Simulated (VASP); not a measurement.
# C (Fmmm) in VASP: a series of runs

Runs on C. Level: PBE+D3(BJ). Tasks: single point.

Program: VASP 6.6.1. These are calculated values, not measurements. Logs are shortened: lines on timing, memory, paths and dates and some standing lists are left out, and cuts for length are marked.

### 1 The cell of the first run

The structure is orthorhombic, space group Fmmm (No. 69). The conventional cell has a = 2.398 Å, b = 4.151 Å, c = 6.609 Å, α = 90.00°, β = 90.00°, γ = 90.00°. C (site symmetry m2m) has 3 C at 1.31 to 1.42 Å within 1.8 Å.

### 2 Single point, PBE+D3(BJ) (atoms shifted along a free coordinate)

Input file INCAR:

```
SYSTEM = C
PREC     = Accurate       ! precision mode
ENCUT    = 520            ! plane-wave cutoff, eV
EDIFF    = 1E-6           ! SCF threshold, eV
ISMEAR   = 0              ! smearing method
SIGMA    = 0.03           ! smearing width, eV
LREAL    = .False.        ! projectors in reciprocal space
LASPH    = .True.         ! aspherical terms in the spheres
NELM     = 100            ! most SCF steps
ALGO     = Normal         ! electronic algorithm
ISIF     = 2              ! what is computed and relaxed
LWAVE    = .False.        ! write WAVECAR
LCHARG   = .False.        ! write CHGCAR
GGA      = PE             ! functional
IVDW     = 12             ! dispersion correction
NBANDS   = 11             ! bands
```

Input file KPOINTS:

```
Automatic mesh
0
Gamma
  16 16 16
  0 0 0
```

Input file POSCAR:

```
C
1.0
    0.0000000000      2.0755805716      3.3047059672
    1.1989765253      0.0000000000      3.3047059672
    1.1989765253      2.0755805716      0.0000000000
C
2
Direct
    0.1579107009      0.8420892991      0.1579107009
    0.8420892991      0.1579107009      0.8420892991
```

Potentials or basis: VASP PAW PBE potentials, release 64 (C).

Launch:

```sh
> cat potpaw_PBE.64/C/POTCAR > POTCAR
> mpirun -np 1 vasp_std > vasp.out
```

OUTCAR:

```text
SYSTEM = C
   PREC = Accurate
   ENCUT = 520
   EDIFF = 1E-6
   ISMEAR = 0
   LREAL = .False.
   LASPH = .True.
   NELM = 100
   ISIF = 2
   GGA = PE
   IVDW = 12
 IVDW          = 12

 ion  position               nearest neighbor table
   1  0.158  0.842  0.158-   2 1.31   2 1.42   2 1.42
   2  0.842  0.158  0.842-   1 1.31   1 1.42   1 1.42

  LATTYP: Found a face centered orthorhombic cell.
 ALAT       =     2.3979530506
 B/A-ratio  =     1.7311269469
 C/A-ratio  =     2.7562724519

  Lattice vectors:

 A1 = (   0.0000000000,   2.0755805716,   3.3047059672)
 A2 = (   1.1989765253,   0.0000000000,   3.3047059672)
 A3 = (   1.1989765253,   2.0755805716,   0.0000000000)

Analysis of symmetry for initial positions (statically):
=====================================================================
 Subroutine PRICEL returns:
 Original cell was already a primitive cell.

 Routine SETGRP: Setting up the symmetry group for a
 face centered orthorhombic supercell.

 Subroutine GETGRP returns: Found  8 space group operations
 (whereof  8 operations were pure point group operations)
 out of a pool of  8 trial point group operations.

The static configuration has the point symmetry D_2h.

Analysis of symmetry for dynamics (positions and initial velocities):
=====================================================================
 Subroutine PRICEL returns:
 Original cell was already a primitive cell.

 Routine SETGRP: Setting up the symmetry group for a
 face centered orthorhombic supercell.

 Subroutine GETGRP returns: Found  8 space group operations
 (whereof  8 operations were pure point group operations)
 out of a pool of  8 trial point group operations.

The dynamic configuration has the point symmetry D_2h.

 Subroutine INISYM returns: Found  8 space group operations
 (whereof  8 operations are pure point group operations),
 and found     1 'primitive' translations

----------------------------------------------------------------------------------------

                                     Primitive cell

  volume of cell :      16.4480

  direct lattice vectors                    reciprocal lattice vectors
     0.000000000  2.075580572  3.304705967    -0.417022343  0.240896454  0.151299391
     1.198976525  0.000000000  3.304705967     0.417022343 -0.240896454  0.151299391
     1.198976525  2.075580572  0.000000000     0.417022343  0.240896454 -0.151299391

  length of vectors
     3.902450030  3.515483784  2.396993829     0.504807133  0.504807133  0.504807133

  position of ions in fractional coordinates (direct lattice)
     0.157910701  0.842089299  0.157910701
     0.842089299  0.157910701  0.842089299

  ion indices of the primitive-cell ions
   primitive index   ion index
                 1           1
                 2           2

----------------------------------------------------------------------------------------

 KPOINTS: Automatic mesh

Automatic generation of k-mesh.
 Grid dimensions read from file:
 generate k-points for:   16   16   16

 Generating k-lattice:

  Cartesian coordinates                     Fractional coordinates (reciprocal lattice)
    -0.026063896  0.015056028  0.009456212     0.062500000  0.000000000  0.000000000
     0.026063896 -0.015056028  0.009456212     0.000000000  0.062500000  0.000000000
     0.026063896  0.015056028 -0.009456212    -0.000000000 -0.000000000  0.062500000

  Length of vectors
     0.031550446  0.031550446  0.031550446

  Shift w.r.t. Gamma in fractional coordinates (k-lattice)
     0.000000000  0.000000000  0.000000000

 Subroutine IBZKPT returns following result:
 ===========================================

 Found    621 irreducible k-points:

 Following reciprocal coordinates:
            Coordinates               Weight
  0.000000  0.000000  0.000000      1.000000
  0.062500  0.000000  0.000000      8.000000
  0.125000  0.000000  0.000000      8.000000
  0.187500  0.000000  0.000000      8.000000
  0.250000  0.000000  0.000000      8.000000
  0.312500  0.000000  0.000000      8.000000
[... 16 lines left out ...]
 -0.125000  0.062500 -0.000000      8.000000
 -0.062500  0.062500 -0.000000      4.000000
 [... further k-points ...]
   k-points           NKPTS =    621   k-points in BZ     NKDIM =    621   number of bands    NBANDS=     11
   number of dos      NEDOS =    301   number of ions     NIONS =      2
   total plane-waves  NPLWV =  15120
   dimension x,y,z NGX =    30 NGY =   28 NGZ =   18
   dimension x,y,z NGXF=    60 NGYF=   56 NGZF=   36
   ions per type =               2
   NGX,Y,Z   is equivalent  to a cutoff of  12.78, 13.24, 12.48 a.u.
   NGXF,Y,Z  is equivalent  to a cutoff of  25.56, 26.48, 24.97 a.u.
 SYSTEM =  C
   PREC   = accura    normal or accurate (medium, high low for compatibility)
   ISTART =      0    job   : 0-new  1-cont  2-samecut
   ICHARG =      2    charge: 1-file 2-atom 10-const
   ISPIN  =      1    spin polarized calculation?
   LNONCOLLINEAR =      F non collinear calculations
   LSORBIT =      F    spin-orbit coupling
   LASPH  =      T    aspherical Exc in radial PAW
   ENCUT  =  520.0 eV  38.22 Ry    6.18 a.u.   7.26  6.54  4.46*2*pi/ulx,y,z
   NELM   =    100;   NELMIN=  2; NELMDL= -5     # of ELM steps
   EDIFF  = 0.1E-05   stopping-criterion for ELM
   LREAL  =      F    real-space projection
   EDIFFG = 0.1E-04   stopping-criterion for IOM
   NSW    =      0    number of steps for IOM
   IBRION =     -1    ionic relax: 0-MD 1-quasi-New 2-CG
   NFREE  =      0    steps in history (QN), initial steepest desc. (CG)
   ISIF   =      2    stress and relaxation
   ISYM   =      2    0-nonsym 1-usesym 2-fastsym
   POTIM  = 0.5000    time-step for ionic-motion
   TEBEG  =    0.0;   TEEND  =   0.0 temperature during run
   PSTRESS=    0.0 pullay stress
   NELECT =       8.0000    total number of electrons
   NUPDOWN=      -1.0000    fix difference up-down
   EMIN   =  10.00;   EMAX   =-10.00  energy-range for DOS
   EFERMI =   0.00;   METHOD = LEGACY
   ISMEAR =     0;   SIGMA  =   0.03  broadening in eV -4-tet -1-fermi 0-gaus
   EFERMI_NEDOS =   21; number of points for ismear=-14 and -15
   IALGO  =     38    algorithm
   IMIX   =      4    mixing-type and parameters
     AMIX     =   0.40;   BMIX     =  1.00
     AMIX_MAG =   1.60;   BMIX_MAG =  1.00
  volume/ion in A,a.u.               =       8.22        55.50
  Fermi-wavevector in a.u.,A,eV,Ry     =   1.287460  2.432947 22.552386  1.657554
  Thomas-Fermi vector in A             =   2.419473
   LORBIT       =      0    0 simple, 1 ext, 2 COOP (PROOUT), +10 PAW based schemes
   GGA     = PE    functional components
   LHFCALC =     F    Hartree Fock is set to
   AEXX    =    0.0000 exact exchange contribution
   IVDW    =    12    specifies the selected vdW correction
   LEPSILON=     F    determine dielectric tensor
   LRPA    =     F    only Hartree local field effects (RPA)
 non-spin polarized calculation
 Gauss-broadening in eV      SIGMA  =   0.03
  energy-cutoff  :      520.00
  volume of cell :       16.45
 maximum number of plane-waves:       465
 NGX is ok and might be reduce to    30
   NGX = 15   NGY = 13   NGZ =  9

 number of electron       8.0000000 magnetization

 Free energy of the ion-electron system (eV)
  ---------------------------------------------------
  ext. energy  EPLUGINS =         0.00000000
  ---------------------------------------------------
  free energy    TOTEN  =       -18.10872111 eV

  energy without entropy =      -18.10870078  energy(sigma->0) =      -18.10871094

 E-fermi :   5.4176     XC(G=0): -10.5923

 val. band max:        5.3943722917   @ k =  -0.0625   0.3125   0.3750
 cond. band min:       5.4300450618   @ k =   0.0000   0.5000   0.5000
 fundamental gap:      0.0356727702
 Fermi energy:         5.4176126562

 k-point     1 :       0.0000    0.0000    0.0000
  band No.  band energies     occupation
      1     -15.0213      2.00000
      2      -1.7694      2.00000
      3       1.2393      2.00000
      4       3.5813      2.00000
      5       9.4088      0.00000
      6      12.7784      0.00000
      7      15.7073      0.00000
      8      17.8370      0.00000
      9      19.9017      0.00000
     10      29.0730      0.00000
     11      31.5095      0.00000

 k-point     2 :       0.0625    0.0000    0.0000
  band No.  band energies     occupation
      1     -14.9203      2.00000
      2      -1.6824      2.00000
      3       1.0174      2.00000
      4       3.1847      2.00000
      5       9.5727      0.00000
      6      12.9479      0.00000
      7      16.0905      0.00000
      8      17.4670      0.00000
      9      20.0242      0.00000
     10      29.4105      0.00000
     11      30.5169      0.00000

 k-point     3 :       0.1250    0.0000    0.0000
  band No.  band energies     occupation
      1     -14.6180      2.00000
      2      -1.4209      2.00000
      3       0.3787      2.00000
      4       2.1936      2.00000
      5      10.0651      0.00000
      6      13.3020      0.00000
      7      16.4313      0.00000
      8      17.1511      0.00000
      9      20.4495      0.00000
     10      28.4481      0.00000
     11      30.3591      0.00000
[... 267 lines left out ...]
 k-point    23 :      -0.1250    0.0625   -0.0000
  band No.  band energies     occupation
      1     -14.1386      2.00000
      2      -0.8061      2.00000
      3      -0.6746      2.00000
      4       1.0536      2.00000
      5      10.5042      0.00000
      6      13.5721      0.00000
      7      14.8805      0.00000
      8      18.7206      0.00000
      9      21.2605      0.00000
     10      26.3877      0.00000
     11      30.9091      0.00000

 k-point    24 :      -0.0625    0.0625   -0.0000
  band No.  band energies     occupation
      1     -14.6293      2.00000
      2      -1.3260      2.00000
      3       0.3784      2.00000
      4       2.1957      2.00000
      5       9.8700      0.00000
      6      13.3041      0.00000
      7      16.4221      0.00000
      8      17.1474      0.00000
      9      20.4554      0.00000
     10      28.4360      0.00000
     11      30.3620      0.00000

 [... further k-points ...]

------------------------ aborting loop because EDIFF is reached ----------------------------------------

 Edisp (eV)   -0.31282

 E8    (eV) :    -0.0888

  FORCE on cell =-STRESS in cart. coord.  units (eV):
  Direction    XX          YY          ZZ          XY          YZ          ZX
  --------------------------------------------------------------------------------------
  -------------------------------------------------------------------------------------
  Total       3.41721     6.42733     0.08625     0.00000     0.00000     0.00000
  in kB     332.86544   626.07751     8.40189     0.00000     0.00000     0.00000
  external pressure =      322.45 kB  Pullay stress =        0.00 kB

 VOLUME and BASIS-vectors are now :
 -----------------------------------------------------------------------------
  energy-cutoff  :      520.00
  volume of cell :       16.45
      direct lattice vectors                 reciprocal lattice vectors
     0.000000000  2.075580572  3.304705967    -0.417022343  0.240896454  0.151299391
     1.198976525  0.000000000  3.304705967     0.417022343 -0.240896454  0.151299391
     1.198976525  2.075580572  0.000000000     0.417022343  0.240896454 -0.151299391

 POSITION                                       TOTAL-FORCE (eV/Angst)
 -----------------------------------------------------------------------------------
      1.19898      0.65551      3.30471         0.000000      5.266580      0.000000
      1.19898      3.49565      3.30471         0.000000     -5.266580      0.000000
 -----------------------------------------------------------------------------------
    total drift:                                0.000000      0.000000     -0.000000

  FREE ENERGIE OF THE ION-ELECTRON SYSTEM (eV)
  ---------------------------------------------------
  free  energy   TOTEN  =       -18.4215430209 eV

  energy  without entropy=      -18.4215226887  energy(sigma->0) =      -18.42153285
```

Run time: 2.9 min. Hardware: 1 thread of Intel Xeon 8259CL, shared host; peak memory 0.22 GiB.

What came out:

| Quantity | Value |
| --- | --- |
| Free energy | -18.4215 eV |
| Pressure | 32.2 GPa |
| Largest force | 5.267 eV/Å |
| Band gap on the k mesh | zero (bands 4 and 5 overlap by 0.24 eV) |
| Dispersion energy per atom | -0.156 eV |

Forces on the atoms (eV/Å):
```
C    0.000  5.267  0.000
C    0.000 -5.267  0.000
```

Caveat: the cell differs from its parent crystal (atoms shifted along a free coordinate); the cell stands under pressure; forces of over 1 eV/Å act on the atoms, so gaps and moduli don't describe the material at rest.

### 3 Single point, PBE+D3(BJ) (atoms shifted along a free coordinate)

Input file INCAR:

```
PREC = Accurate ; ENCUT = 520
EDIFF = 1E-6 ; ISMEAR = 0
SIGMA = 0.03 ; LREAL = False
LASPH = True ; NELM = 100
ALGO = Normal ; ISIF = 2
LWAVE = False ; LCHARG = True
GGA = PE ; IVDW = 12
LELF = True ; LVHAR = True
NBANDS = 11
```

Input file KPOINTS:

```
Automatic mesh
0
Gamma
  16 16 16
```

Input file POSCAR:

```
C
1.0
    0.0000000000      2.0755805716      3.3047059672
    1.1989765253      0.0000000000      3.3047059672
    1.1989765253      2.0755805716      0.0000000000
C
2
Direct
    0.1754825005      0.8245174995      0.1754825005
    0.8245174995      0.1754825005      0.8245174995
```

Potentials or basis: VASP PAW PBE potentials, release 64 (C).

Launch:

```sh
> cat potpaw_PBE.64/C/POTCAR > POTCAR
> mpirun -np 1 vasp_std > vasp.out
```

Run time: 3.1 min. Hardware: 1 thread of Intel Xeon 8259CL, shared host; peak memory 0.22 GiB.

Results (log left out):

| Property | Result |
| --- | --- |
| Free energy | -18.4432 eV |
| Pressure | 31.7 GPa |
| Largest force | 4.345 eV/Å |
| Dispersion energy per atom | -0.156 eV |

Forces on the atoms (eV/Å):
```
C    0.000 -4.345  0.000
C    0.000  4.345  0.000
```

Stress tensor (GPa, compression positive):
```
60.18  0.00  0.00
 0.00 34.10  0.00
 0.00  0.00  0.88
```

Caveat: the cell differs from its parent crystal (atoms shifted along a free coordinate); the cell stands under pressure; forces of over 1 eV/Å act on the atoms, so gaps and moduli don't describe the material at rest.

### 4 Single point, PBE+D3(BJ) (atoms shifted along a free coordinate)

Input file INCAR:

```
PREC = Accurate
ENCUT = 520
EDIFF = 1E-6
ISMEAR = 0
SIGMA = 0.03
LREAL = False
LASPH = True
NELM = 100
ALGO = Normal
ISIF = 2
LWAVE = False
LCHARG = False
GGA = PE
IVDW = 12
NBANDS = 11
```

Input file KPOINTS:

```
regular mesh
0
Gamma
  16 16 16
```

Input file POSCAR:

```
C
1.0
    0.0000000000      2.0755805716      3.3047059672
    1.1989765253      0.0000000000      3.3047059672
    1.1989765253      2.0755805716      0.0000000000
C
2
Direct
    0.1930543001      0.8069456999      0.1930543001
    0.8069456999      0.1930543001      0.8069456999
```

Potentials or basis: VASP PAW PBE potentials, release 64 (C).

Launch:

```sh
> cat potpaw_PBE.64/C/POTCAR > POTCAR
> mpirun -np 1 vasp_std > vasp.out
```

OUTCAR:

```text
PREC = Accurate
   ENCUT = 520
   EDIFF = 1E-6
   ISMEAR = 0
   LREAL = False
   LASPH = True
   NELM = 100
   ISIF = 2
   GGA = PE
   IVDW = 12
 IVDW          = 12

 ion  position               nearest neighbor table
   1  0.193  0.807  0.193-   2 1.29   2 1.29   2 1.60
   2  0.807  0.193  0.807-   1 1.29   1 1.29   1 1.60

  LATTYP: Found a face centered orthorhombic cell.
 ALAT       =     2.3979530506
 B/A-ratio  =     1.7311269469
 C/A-ratio  =     2.7562724519

  Lattice vectors:

 A1 = (   0.0000000000,   2.0755805716,   3.3047059672)
 A2 = (   1.1989765253,   0.0000000000,   3.3047059672)
 A3 = (   1.1989765253,   2.0755805716,   0.0000000000)

Analysis of symmetry for initial positions (statically):
=====================================================================
 Subroutine PRICEL returns:
 Original cell was already a primitive cell.

 Routine SETGRP: Setting up the symmetry group for a
 face centered orthorhombic supercell.

 Subroutine GETGRP returns: Found  8 space group operations
 (whereof  8 operations were pure point group operations)
 out of a pool of  8 trial point group operations.

The static configuration has the point symmetry D_2h.

[... 172 lines left out ...]
      3      -0.9784      2.00000
      4       6.2068      0.00000
      5       9.4720      0.00000
      6       9.8352      0.00000
      7      17.9691      0.00000
      8      18.8661      0.00000
      9      19.9927      0.00000
     10      28.2715      0.00000
     11      31.4999      0.00000
[... 309 lines left out ...]
 k-point    24 :      -0.0625    0.0625   -0.0000
  band No.  band energies     occupation
      1     -14.7342      2.00000
      2      -1.7882      2.00000
      3      -1.4588      2.00000
      4       4.6025      2.00000
      5       9.8457      0.00000
      6      10.9891      0.00000
      7      16.2228      0.00000
      8      19.4699      0.00000
      9      20.7764      0.00000
     10      29.5065      0.00000
     11      29.7866      0.00000

 [... further k-points ...]

------------------------ aborting loop because EDIFF is reached ----------------------------------------

 Edisp (eV)   -0.31387

 E8    (eV) :    -0.0891

  FORCE on cell =-STRESS in cart. coord.  units (eV):
  Direction    XX          YY          ZZ          XY          YZ          ZX
  --------------------------------------------------------------------------------------
  -------------------------------------------------------------------------------------
  Total      11.24065     3.60761     0.05798     0.00000     0.00000     0.00000
  in kB    1094.93600   351.41212     5.64747     0.00000     0.00000     0.00000
  external pressure =      484.00 kB  Pullay stress =        0.00 kB

 VOLUME and BASIS-vectors are now :
 -----------------------------------------------------------------------------
  energy-cutoff  :      520.00
  volume of cell :       16.45
      direct lattice vectors                 reciprocal lattice vectors
     0.000000000  2.075580572  3.304705967    -0.417022343  0.240896454  0.151299391
     1.198976525  0.000000000  3.304705967     0.417022343 -0.240896454  0.151299391
     1.198976525  2.075580572  0.000000000     0.417022343  0.240896454 -0.151299391

 POSITION                                       TOTAL-FORCE (eV/Angst)
 -----------------------------------------------------------------------------------
      1.19898      0.80140      3.30471         0.000000     -9.237683      0.000000
      1.19898      3.34976      3.30471         0.000000      9.237683      0.000000
 -----------------------------------------------------------------------------------
    total drift:                                0.000000      0.000000      0.000000

  FREE ENERGIE OF THE ION-ELECTRON SYSTEM (eV)
  ---------------------------------------------------
  free  energy   TOTEN  =       -17.3544084514 eV

  energy  without entropy=      -17.3542524415  energy(sigma->0) =      -17.35433045
```

It took 2.8 min on 1 thread of Intel Xeon 8259CL, shared host; peak memory 0.22 GiB.

What came out:

* Free energy: -17.3544 eV
* Pressure: 48.4 GPa
* Largest force: 9.238 eV/Å
* Band gap on the k mesh: zero (bands 4 and 5 overlap by 1.09 eV)
* Dispersion energy per atom: -0.157 eV

Forces on the atoms (eV/Å):
```
C    0.000 -9.238  0.000
C    0.000  9.238  0.000
```

Caveat: the cell differs from its parent crystal (atoms shifted along a free coordinate); the cell stands under pressure; forces of over 1 eV/Å act on the atoms, so gaps and moduli don't describe the material at rest.

### 5 The runs side by side

```tsv
cell	gap on the mesh (eV)	pressure (GPa)	largest force (eV/Å)
as given, atomic positions A	none	32.2	5.27
as given, atomic positions B	-	31.7	4.34
as given, atomic positions C	none	48.4	9.24
```

Alike in all rows: task single point; level PBE+D3(BJ); potentials or basis VASP PAW PBE potentials, release 64 (C); no spin polarisation; k mesh 16 × 16 × 16; cutoff (eV) 520; smearing gaussian 0.03 eV.

Caveats: the cell stands under pressure; forces of over 1 eV/Å act on the atoms, so gaps and moduli don't describe the material at rest.

Total energies depend on the potentials used, so only differences within one code and one set of settings carry meaning.
